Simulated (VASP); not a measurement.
# Mg8HO8 (a cell with a defect) in VASP: single point with PBE

Aim: the single point of Mg8HO8 (a cell with a defect) with PBE.

Everything below comes from runs of VASP 6.6.1. Logs are shortened: lines on timing, memory, paths and dates and some standing lists are left out, and cuts for length are marked.

### Step 1. The cell of the first run

The cell holds a defect, 17 atoms: a = 5.466 Å, b = 5.466 Å, c = 5.466 Å, α = 60.00°, β = 60.00°, γ = 60.00°.

### Step 2. Single point, PBE, collinear spin, ferromagnetic start

INCAR

```
PREC = Accurate
ENCUT = 520
EDIFF = 1E-6
ISMEAR = -1
SIGMA = 0.05
LREAL = Auto
LASPH = True
NELM = 150
ALGO = Normal
ISIF = 2
LWAVE = False
LCHARG = False
ISPIN = 2
MAGMOM = 0 0 0 0 0 0 0 0 0 0 0 0 0 0 0 0 1
LORBIT = 11
GGA = PE
NBANDS = 50
```

KPOINTS

```
regular mesh
0
Gamma
  2 2 2
```

POSCAR

```
Mg8HO8
1.0
    0.0000000000      3.8650000000      3.8650000000
    3.8650000000      0.0000000000      3.8650000000
    3.8650000000      3.8650000000      0.0000000000
Mg O H
8 8 1
Direct
   -0.0043208279     -0.0040879690     -0.0068305304
   -0.0092238034      0.0075420440      0.5096119017
    0.0068175938      0.5078783959     -0.0179430789
   -0.0227943079      0.4917464424      0.5275291074
    0.4995213454     -0.0081112549      0.0068434670
    0.5236739974     -0.0024838292      0.4849417853
    0.4988745149      0.4893531695      0.0133376455
    0.5016688228      0.5049029754      0.5089909444
    0.2369857697      0.2555368693      0.2522509702
    0.2579948254      0.2410219922      0.7370375162
    0.2416688228      0.7451617076      0.2551487710
    0.2544631307      0.7529107374      0.7621216041
    0.7652005175      0.2594825356      0.2297800776
    0.7247994825      0.2569081501      0.7495342820
    0.7745536869      0.7583570505      0.2365459250
    0.7481112549      0.7556144890      0.7433764554
    0.3671410091      0.8682794308      0.3909443726
```

Potentials or basis: VASP PAW PBE potentials, release 64 (Mg, O, H).

Launch:

```bash
$ cat potpaw_PBE.64/Mg/POTCAR potpaw_PBE.64/O/POTCAR potpaw_PBE.64/H/POTCAR > POTCAR
$ mpirun -np 1 vasp_std > vasp.out
```

OUTCAR:

```text
PREC = Accurate
   ENCUT = 520
   EDIFF = 1E-6
   ISMEAR = -1
   LREAL = Auto
   LASPH = True
   NELM = 150
   ISIF = 2
   ISPIN = 2
   LORBIT = 11
   GGA = PE

 ion  position               nearest neighbor table
   1  0.996  0.996  0.993-  15 1.78  12 1.84  13 1.94  10 1.96  11 1.96  14 1.99   2 2.63   4 2.63
                             6 2.64   3 2.67   5 2.69   7 2.71   7 2.76   5 2.78   3 2.80   6 2.83
   2  0.991  0.008  0.510-  17 1.68  14 1.89   9 1.91  16 1.91  13 1.96  12 2.00  11 2.00   1 2.63
                             6 2.65   3 2.66   4 2.66   8 2.70   5 2.70   5 2.77   8 2.77   4 2.81
   3  0.007  0.508  0.982-  13 1.89  12 1.91  16 1.92   9 1.94  15 1.95  10 1.98   4 2.62   8 2.65
                             2 2.66   1 2.67   5 2.71   7 2.73   7 2.75   5 2.76   1 2.80   2 2.81
   4  0.977  0.492  0.528-  16 1.86  14 1.89  10 1.91  15 1.93   9 1.98  11 2.00   8 2.62   3 2.62
                             1 2.63   6 2.63   7 2.64   2 2.66   2 2.81   7 2.83   1 2.84   6 2.85
   5  0.500  0.992  0.007-  17 1.71  14 1.90  16 1.93  11 1.95  15 1.96   9 1.97  10 1.98   1 2.69
                             6 2.70   2 2.70   8 2.70   3 2.71   7 2.73   7 2.74   3 2.76   8 2.76
   6  0.524  0.998  0.485-  17 1.70  16 1.87  15 1.88  10 1.92  13 1.95  12 1.99   9 2.01   4 2.63
                             7 2.64   1 2.64   2 2.65   8 2.69   5 2.70   5 2.77   8 2.78   2 2.82
   7  0.499  0.489  0.013-  13 1.87  12 1.92   9 1.92  14 1.92  11 1.92  16 1.99   4 2.64   6 2.64
                             8 2.71   1 2.71   3 2.73   5 2.73   5 2.74   3 2.75   8 2.76   1 2.76
   8  0.502  0.505  0.509-  17 1.62  14 1.79  12 1.94  10 1.97  11 1.99  13 2.03  15 2.04   4 2.62
                             3 2.65   6 2.69   2 2.70   5 2.70   7 2.71   7 2.76   5 2.76   2 2.77
   9  0.237  0.256  0.252-   2 1.91   7 1.92   3 1.94   5 1.97   4 1.98   6 2.01
  10  0.258  0.241  0.737-   4 1.91   6 1.92   1 1.96   8 1.97   5 1.98   3 1.98
  11  0.242  0.745  0.255-   7 1.92   5 1.95   1 1.96   8 1.99   2 2.00   4 2.00
  12  0.254  0.753  0.762-   1 1.84   3 1.91   7 1.92   8 1.94   6 1.99   2 2.00
  13  0.765  0.259  0.230-   7 1.87   3 1.89   1 1.94   6 1.95   2 1.96   8 2.03
  14  0.725  0.257  0.750-   8 1.79   4 1.89   2 1.89   5 1.90   7 1.92   1 1.99
  15  0.775  0.758  0.237-   1 1.78   6 1.88   4 1.93   3 1.95   5 1.96   8 2.04
  16  0.748  0.756  0.743-   4 1.86   6 1.87   2 1.91   3 1.92   5 1.93   7 1.99
  17  0.367  0.868  0.391-   8 1.62   2 1.68   6 1.70   5 1.71

  LATTYP: Found a face centered cubic cell.
 ALAT       =     7.7300000000

  Lattice vectors:

 A1 = (   0.0000000000,   3.8650000000,   3.8650000000)
 A2 = (   3.8650000000,   0.0000000000,   3.8650000000)
 A3 = (   3.8650000000,   3.8650000000,   0.0000000000)

Analysis of symmetry for initial positions (statically):
=====================================================================
 Subroutine PRICEL returns:
 Original cell was already a primitive cell.

 Routine SETGRP: Setting up the symmetry group for a
 face centered cubic supercell.

 Subroutine GETGRP returns: Found  1 space group operations
 (whereof  1 operations were pure point group operations)
 out of a pool of 48 trial point group operations.

The static configuration has the point symmetry C_1 .

Analysis of symmetry for dynamics (positions and initial velocities):
=====================================================================
 Subroutine PRICEL returns:
 Original cell was already a primitive cell.

 Routine SETGRP: Setting up the symmetry group for a
 face centered cubic supercell.

 Subroutine GETGRP returns: Found  1 space group operations
 (whereof  1 operations were pure point group operations)
 out of a pool of 48 trial point group operations.

The dynamic configuration has the point symmetry C_1 .

Analysis of structural, dynamic, and magnetic symmetry:
=====================================================================
 Subroutine PRICEL returns:
 Original cell was already a primitive cell.

 Routine SETGRP: Setting up the symmetry group for a
 face centered cubic supercell.

 Subroutine GETGRP returns: Found  1 space group operations
 (whereof  1 operations were pure point group operations)
 out of a pool of 48 trial point group operations.

The overall configuration has the point symmetry C_1 .

 Subroutine INISYM returns: Found  1 space group operations
 (whereof  1 operations are pure point group operations),
 and found     1 'primitive' translations

----------------------------------------------------------------------------------------

                                     Primitive cell

  volume of cell :     115.4725

[... 96 lines left out ...]
   LNONCOLLINEAR =      F non collinear calculations
   LSORBIT =      F    spin-orbit coupling
   LASPH  =      T    aspherical Exc in radial PAW
   ENCUT  =  520.0 eV  38.22 Ry    6.18 a.u.  10.16 10.16 10.16*2*pi/ulx,y,z
   NELM   =    150;   NELMIN=  2; NELMDL= -5     # of ELM steps
   EDIFF  = 0.1E-05   stopping-criterion for ELM
   LREAL  =      T    real-space projection
   EDIFFG = 0.1E-04   stopping-criterion for IOM
   NSW    =      0    number of steps for IOM
   IBRION =     -1    ionic relax: 0-MD 1-quasi-New 2-CG
   NFREE  =      0    steps in history (QN), initial steepest desc. (CG)
   ISIF   =      2    stress and relaxation
   ISYM   =      2    0-nonsym 1-usesym 2-fastsym
   POTIM  = 0.5000    time-step for ionic-motion
   TEBEG  =    0.0;   TEEND  =   0.0 temperature during run
   PSTRESS=    0.0 pullay stress
   NELECT =      65.0000    total number of electrons
   NUPDOWN=      -1.0000    fix difference up-down
   EMIN   =  10.00;   EMAX   =-10.00  energy-range for DOS
   EFERMI =   0.00;   METHOD = LEGACY
   ISMEAR =    -1;   SIGMA  =   0.05  broadening in eV -4-tet -1-fermi 0-gaus
   EFERMI_NEDOS =   21; number of points for ismear=-14 and -15
   IALGO  =     38    algorithm
   IMIX   =      4    mixing-type and parameters
     AMIX     =   0.40;   BMIX     =  1.00
     AMIX_MAG =   1.60;   BMIX_MAG =  1.00
  volume/ion in A,a.u.               =       6.79        45.84
  Fermi-wavevector in a.u.,A,eV,Ry     =   1.351719  2.554379 24.859811  1.827145
  Thomas-Fermi vector in A             =   2.479118
   LORBIT       =     11    0 simple, 1 ext, 2 COOP (PROOUT), +10 PAW based schemes
   GGA     = PE    functional components
   LHFCALC =     F    Hartree Fock is set to
   AEXX    =    0.0000 exact exchange contribution
   IVDW    =     0    specifies the selected vdW correction
   LEPSILON=     F    determine dielectric tensor
   LRPA    =     F    only Hartree local field effects (RPA)
 spin polarized calculation
  energy-cutoff  :      520.00
  volume of cell :      115.47
 maximum number of plane-waves:      3138
 NGX is ok and might be reduce to    42
   NGX = 21   NGY = 21   NGZ = 21

 number of electron      65.0000002 magnetization       0.7501423

 Free energy of the ion-electron system (eV)
  ---------------------------------------------------
  ext. energy  EPLUGINS =         0.00000000
  ---------------------------------------------------
  free energy    TOTEN  =       -84.58363877 eV

  energy without entropy =      -84.57197868  energy(sigma->0) =      -84.57780873

 E-fermi :   9.9856     XC(G=0): -12.4604

 val. band max:        9.9753302687   @ k =   0.5000   0.0000   0.5000
 cond. band min:      10.6679563872   @ k =   0.0000   0.5000   0.0000
 fundamental gap:      0.6926261185
 Fermi energy:         9.9856148132

 spin component 1

 k-point     1 :       0.0000    0.0000    0.0000
  band No.  band energies     occupation
      1     -13.4737      1.00000
      2     -11.6849      1.00000
      3     -11.4569      1.00000
      4     -11.3553      1.00000
      5     -11.2302      1.00000
      6     -10.8713      1.00000
[... 365 lines left out ...]
     43      18.2293      0.00000
     44      18.6419      0.00000
 Fermi energy:         9.9856148132

 spin component 2

 k-point     1 :       0.0000    0.0000    0.0000
  band No.  band energies     occupation
      1     -13.4048      1.00000
      2     -11.6551      1.00000
      3     -11.4029      1.00000
      4     -11.2612      1.00000
      5     -11.1711      1.00000
      6     -10.8102      1.00000
[... 365 lines left out ...]
     43      18.2436      0.00000
     44      18.6604      0.00000
 [bands above 44 left out]

------------------------ aborting loop because EDIFF is reached ----------------------------------------

  FORCE on cell =-STRESS in cart. coord.  units (eV):
  Direction    XX          YY          ZZ          XY          YZ          ZX
  --------------------------------------------------------------------------------------
  -------------------------------------------------------------------------------------
  Total       64.4827640     65.3818501     65.6009497     -0.4710111     -0.3464205      0.2597434
  in kB      894.6964962    907.1712905    910.2112909     -6.5352648     -4.8065741      3.6039319
  external PRESSURE =     904.0263592 kB  Pullay stress =       0.0000000 kB

 VOLUME and BASIS-vectors are now :
 -----------------------------------------------------------------------------
  energy-cutoff  :      520.00
  volume of cell :      115.47
      direct lattice vectors                 reciprocal lattice vectors
     0.000000000  3.865000000  3.865000000    -0.129366106  0.129366106  0.129366106
     3.865000000  0.000000000  3.865000000     0.129366106 -0.129366106  0.129366106
     3.865000000  3.865000000  0.000000000     0.129366106  0.129366106 -0.129366106

 POSITION                                       TOTAL-FORCE (eV/Angst)
 -----------------------------------------------------------------------------------
      7.68780      7.68690      7.69750         1.059013      1.147053      2.520530
      1.99880      5.79900      3.85850        -1.269487     -0.736156      0.142777
      5.75860      3.82200      1.98930         0.073679      1.037739     -0.516086
      3.93950      5.81580      5.67750        -1.959483     -0.117410      2.312363
      3.86010      1.95710      5.76430         0.083187     -1.104258     -0.665256
      5.72970      3.89830      5.87940         1.569702     -0.903004     -0.246312
[... 9 lines left out ...]
      5.79360      5.76460      5.81190         0.616450      1.016455     -0.364767
      4.86690      2.93000      4.77490        -0.121376     -0.331865      0.555135
 -----------------------------------------------------------------------------------
    total drift:                                0.005281     -0.013235      0.000488

  FREE ENERGIE OF THE ION-ELECTRON SYSTEM (eV)
  ---------------------------------------------------
  free  energy   TOTEN  =       -84.5836387738 eV

  energy  without entropy=      -84.5719786803  energy(sigma->0) =      -84.57780873

 total charge

# of ion       s       p       d       tot
------------------------------------------
    1        0.207   0.310   0.171   0.688
    2        0.195   0.289   0.158   0.642
    3        0.196   0.287   0.152   0.635
    4        0.200   0.293   0.157   0.650
    5        0.193   0.285   0.155   0.633
    6        0.198   0.295   0.162   0.656
[... 9 lines left out ...]
   16        1.556   3.750   0.000   5.306
   17        0.634   0.033   0.000   0.667
--------------------------------------------------
tot         14.700  32.160   1.272  48.133

 magnetization (x)

# of ion       s       p       d       tot
------------------------------------------
    1        0.001   0.002   0.002   0.004
    2       -0.001   0.001   0.004   0.004
    3        0.000   0.001   0.001   0.003
    4        0.000   0.000   0.001   0.002
    5       -0.000   0.001   0.005   0.005
    6       -0.000   0.001   0.005   0.006
[... 9 lines left out ...]
   16       -0.000  -0.001   0.000  -0.001
   17        0.244   0.002   0.000   0.246
--------------------------------------------------
tot          0.274   0.285   0.025   0.585
```

Run time: 2.2 min. Hardware: 1 thread of AMD EPYC 9R45 (Zen 5), shared host; peak memory 0.31 GiB.

Results:

- Free energy: -84.5836 eV
- Pressure: 90.4 GPa
- Largest force: 3.033 eV/Å
- Net moment: 0.75 μB per cell
- Site moments: Mg +0.00, +0.01; O +0.07, -0.00, +0.09, +0.08, +0.06; H +0.25 μB
- Valence electrons inside the program's atomic spheres: Mg 0.69, 0.64, 0.65, 0.63, 0.66; O 5.26, 5.27, 5.24, 5.28, 5.33, 5.30, 5.31; H 0.67

Forces on the atoms (eV/Å):
```
Mg   1.059  1.147  2.521
Mg  -1.269 -0.736  0.143
Mg   0.074  1.038 -0.516
Mg  -1.959 -0.117  2.312
Mg   0.083 -1.104 -0.665
Mg   1.570 -0.903 -0.246
Mg   1.043 -0.755  0.133
Mg  -1.679 -1.997 -0.707
O    0.643 -0.252  1.178
O    1.137  0.264  0.148
O   -0.477 -0.269 -0.639
O   -0.362  0.099 -1.019
O    0.733  0.388 -0.895
O    0.027  2.436  0.428
O   -1.116  0.078 -2.365
O    0.616  1.016 -0.365
H   -0.121 -0.332  0.555
```

Stress tensor (GPa, compression positive):
```
89.47 -0.65  0.36
-0.65 90.72 -0.48
 0.36 -0.48 91.02
```

Levels at points of the mesh, in eV from the Fermi level:
Spin up:
```csv
k point,band 29,band 30,band 31,band 32,band 33,band 34,band 35,band 36,band 37,band 38
"(0.00, 0.00, 0.00)",-5.39,-4.44,-4.43,-4.39,-1.81,3.26,4.47,4.72,4.75,5.07
"(0.50, 0.00, 0.00)",-5.29,-5.23,-4.76,-4.68,-0.49,4.98,5.59,6.26,6.48,6.61
"(0.00, 0.50, 0.00)",-5.05,-4.96,-4.95,-4.85,-0.56,5.05,5.34,6.30,6.42,6.56
"(0.00, 0.00, 0.50)",-5.20,-5.10,-4.83,-4.76,-0.40,4.95,5.52,6.24,6.48,6.55
"(0.50, 0.50, 0.50)",-5.25,-5.14,-4.79,-4.72,-0.37,5.20,5.28,6.32,6.37,6.63
"(0.50, 0.50, 0.00)",-5.42,-5.36,-5.11,-5.08,-0.04,6.32,6.53,6.62,6.98,7.47
"(0.00, 0.50, 0.50)",-5.50,-5.30,-5.27,-4.96,-0.06,6.36,6.44,6.83,6.95,7.16
"(0.50, 0.00, 0.50)",-5.34,-5.26,-5.21,-5.10,-0.01,6.34,6.50,6.80,7.03,7.28
```
Spin down:
```
           k point  band 29  band 30  band 31  band 32  band 33  band 34  band 35  band 36
(0.00, 0.00, 0.00)    -5.29    -4.38    -4.33    -4.30    -0.54     3.30     4.48     4.73
(0.50, 0.00, 0.00)    -5.28    -5.20    -4.64    -4.59     0.75     5.00     5.63     6.27
(0.00, 0.50, 0.00)    -4.95    -4.90    -4.85    -4.80     0.68     5.07     5.37     6.33
(0.00, 0.00, 0.50)    -5.19    -5.06    -4.70    -4.67     0.84     4.97     5.56     6.25
(0.50, 0.50, 0.50)    -5.12    -5.00    -4.76    -4.68     0.86     5.22     5.31     6.34
(0.50, 0.50, 0.00)    -5.27    -5.17    -5.07    -5.03     1.21     6.36     6.55     6.65
(0.00, 0.50, 0.50)    -5.34    -5.23    -5.12    -4.91     1.19     6.40     6.48     6.85
(0.50, 0.00, 0.50)    -5.29    -5.22    -5.19    -4.93     1.24     6.37     6.55     6.83
```

Caveat: the k points lie up to 0.70 Å⁻¹ apart.
